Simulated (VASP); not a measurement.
Set up this calculation in VASP 6.6.1, as the native input.

```yaml
Task: single point
Functional: PBEsol
Potentials_or_basis: VASP PAW PBE potentials, release 64 (Rb_sv, Te, P)
Cutoff: 500 eV
k_mesh: 4 × 4 × 4
Occupations: fermi-dirac, width 0.03 eV
Spin: no spin polarisation
Dipole_correction: no
Further_INCAR_settings: ALGO = Normal; EDIFF = 1e-06; NBANDS = 33
```

The structure of Rb3TeP3 lies in POSCAR:

```
Rb3TeP3
1.0
    6.5657563250      0.0000000000      0.1314151792
    0.0000000000      4.2322225106      0.0000000000
    0.0621564345      0.0000000000     10.0480751535
Rb Te P
3 1 3
Direct
    0.4621842204      0.0000000000      0.4148950044
    0.5064146020      0.5000000000      0.7886021145
   -0.0127039151      0.5000000000      0.2242727235
    0.4917213581      0.5000000000      0.1298061834
    0.9628611192      0.0000000000      0.4924130307
    0.9729966456      0.5000000000      0.6072481306
    0.1125249699      0.0000000000      0.6761108028
```

One way to write it, as run:

INCAR

```
PREC = Accurate
ENCUT = 500
EDIFF = 1E-6
ISMEAR = -1
SIGMA = 0.03
LREAL = F
LASPH = T
NELM = 120
ALGO = Normal
ISIF = 2
LWAVE = F
LCHARG = F
GGA = PS
NBANDS = 33
GGA_COMPAT = F
```

KPOINTS

```
Automatic mesh
0
Gamma
  4 4 4
```

Potentials or basis: VASP PAW PBE potentials, release 64 (Rb_sv, Te, P).

Launch:

```console
$ cat potpaw_PBE.64/Rb_sv/POTCAR potpaw_PBE.64/Te/POTCAR potpaw_PBE.64/P/POTCAR > POTCAR
$ mpirun -np 1 vasp_std > vasp.out
```

Results of the run:

The pressure is 0.0 GPa, the largest force is 0.043 eV/Å and the band gap on the k mesh is zero (band 24 reaches 1.74 eV, above the bottom of band 25 at 1.18 eV).

Caveat: the k points lie up to 0.37 Å⁻¹ apart; the PAW data sets were made with another functional, which shifts forces and pressure a little; spin-orbit coupling is left out, which moves the levels of the heavy elements.

It took 3.2 min on 1 thread of Intel(R) Xeon(R) Platinum 8559C (Emerald Rapids), on a shared host, peak memory 0.46 GiB.
